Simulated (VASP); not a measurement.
Runs of VASP 6.6.1 on Ti. The structure is that of space group P6_3/mmc (No. 194), or close to it. The cells are those of the table. 

| task | cell | gap on the mesh (eV) | pressure (GPa) |
| --- | --- | --- | --- |
| single point | a = 2.939, b = 2.939, c = 4.650 Å, angles 90.0, 90.0, 120.0°, 2 atoms | none | (a) |
| relaxation of shape and atoms at fixed volume | relaxed from a = 2.846, b = 2.846, c = 4.511 Å, angles 90.0, 90.0, 120.0°, 2 atoms | none | 12.0 |
| single point | a = 2.968, b = 2.968, c = 4.696 Å, angles 90.0, 90.0, 120.0°, 2 atoms | none | (b) |
| single point | a = 2.909, b = 2.909, c = 4.603 Å, angles 90.0, 90.0, 120.0°, 2 atoms | none | 3.3 |
| single point | a = 3.026, b = 3.026, c = 4.780 Å, angles 90.0, 90.0, 120.0°, 2 atoms | none | -8.4 |
| single point | a = 2.877, b = 2.877, c = 4.560 Å, angles 90.0, 90.0, 120.0°, 2 atoms | none | 7.4 |
| single point | a = 2.846, b = 2.846, c = 4.511 Å, angles 90.0, 90.0, 120.0°, 2 atoms | none | 12.1 |

Alike in all rows: level PBE; potentials or basis VASP PAW PBE potentials, release 64 (Ti_sv); no spin polarisation; k mesh 18 × 18 × 10; cutoff (eV) 500; smearing gaussian 0.1 eV.

Q: Estimate the missing entries.

A: (a) -0.3; (b) -3.4.

Caveats: the relaxation stopped at its first step, so nothing moved (some runs).

A gap of «none» marks levels without a gap at the run's occupations.
